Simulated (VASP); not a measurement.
Runs of VASP 6.6.1 on Ba2BCl. The structure is that of space group P6/mmm (No. 191), or close to it. The cells are those of the table. The cell was built from a structure type or drawn by symmetry, and may not be a known phase.

```csv
task,cell,k mesh,cutoff (eV),gap on the mesh (eV),pressure (GPa),relaxed volume (Å³/atom)
single point,"a = 5.546, b = 5.546, c = 5.446 Å, angles 90.0, 90.0, 120.0°, 4 atoms",6 × 6 × 4,520,none,(a),-
relaxation of cell and atoms,"relaxed from a = 5.692, b = 5.692, c = 4.717 Å, angles 90.0, 90.0, 120.0°, 4 atoms",6 × 6 × 4,600,none,-0.1,37.17
single point,"a = 5.692, b = 5.692, c = 4.717 Å, angles 90.0, 90.0, 120.0°, 4 atoms",6 × 6 × 4,520,none,0.5,-
single point,"a = 5.552, b = 5.552, c = 5.425 Å, angles 90.0, 90.0, 120.0°, 4 atoms",12 × 12 × 8,520,none,0.6,-
relaxation of cell and atoms,"relaxed from a = 5.546, b = 5.546, c = 5.446 Å, angles 90.0, 90.0, 120.0°, 4 atoms",12 × 12 × 8,600,none,0.0,(b)
```

Alike in all rows: level PBE; potentials or basis VASP PAW PBE potentials, release 64 (Ba_sv, B, Cl); no spin polarisation; smearing gaussian 0.1 eV.

Fill in the values left out.

(a) 0.7; (b) 37.10.

Caveats: spin-orbit coupling is left out, which moves the levels of the heavy elements; a cell axis changed by over 15 % at a fixed basis, so the end point is rough (at least some runs).

A k mesh can miss the band edges, and the runs leave out spin-orbit coupling on Ba.

A gap of «none» marks levels without a gap at the run's occupations.
